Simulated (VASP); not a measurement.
Write the native input for VASP 6.6.1 that does the following.

| Property | Result |
| --- | --- |
| Task | single point |
| Functional | PBE |
| Potentials or basis | VASP PAW PBE potentials, release 64 (Ni) |
| Cutoff | 520 eV |
| k mesh | 14 × 14 × 14 |
| Occupations | fermi-dirac, width 0.1 eV |
| Spin | collinear spin, ferromagnetic start |
| Starting moments | [1.0, 1.0] μB |
| Dipole correction | no |
| Further INCAR settings | ALGO = Normal; EDIFF = 1e-07; NBANDS = 21 |

The structure of Ni lies in POSCAR:

```
Ni
1.0
    0.0000000000      2.3696427513      2.3696427513
    2.3696427513      0.0000000000      2.3696427513
    2.3696427513      2.3696427513      0.0000000000
Ni
2
Direct
   -0.1250000000     -0.1250000000     -0.1250000000
    0.1250000000      0.1250000000      0.1250000000
```

This isn't the form of Ni at room conditions, which is fcc.

One way to write it, as run:

INCAR

```
ALGO     = Normal         # electronic algorithm
EDIFF    = 1E-7           # SCF threshold, eV
ENCUT    = 520            # plane-wave cutoff, eV
GGA      = PE             # functional
ISIF     = 2              # what is computed and relaxed
ISMEAR   = -1             # smearing method
ISPIN    = 2              # spin polarisation
LASPH    = T              # aspherical terms in the spheres
LCHARG   = F              # write CHGCAR
LMAXMIX  = 4              # l up to which the mixer works
LORBIT   = 11             # projections on sites
LREAL    = F              # projectors in reciprocal space
LWAVE    = F              # write WAVECAR
MAGMOM   = 1 1            # initial moments
NBANDS   = 21             # bands
NELM     = 150            # most SCF steps
PREC     = Accurate       # precision mode
SIGMA    = 0.1            # smearing width, eV
```

KPOINTS

```
k-points
0
Gamma
  14 14 14
```

Potentials or basis: VASP PAW PBE potentials, release 64 (Ni).

Run with:

```sh
$ cat potpaw_PBE.64/Ni/POTCAR > POTCAR
$ mpirun -np 1 vasp_std > vasp.out
```

Results of the run:

| Property | Result |
| --- | --- |
| Pressure | 33.1 GPa |
| Net moment | 1.53 μB per cell |
| Site moments | Ni +0.75 μB |
| Valence electrons inside the program's atomic spheres | Ni 9.54 |

Caveat: the cell stands under pressure.

It took 59 s on 1 thread of Intel(R) Xeon(R) 6975P-C (Granite Rapids), on a shared host, peak memory 0.22 GiB.
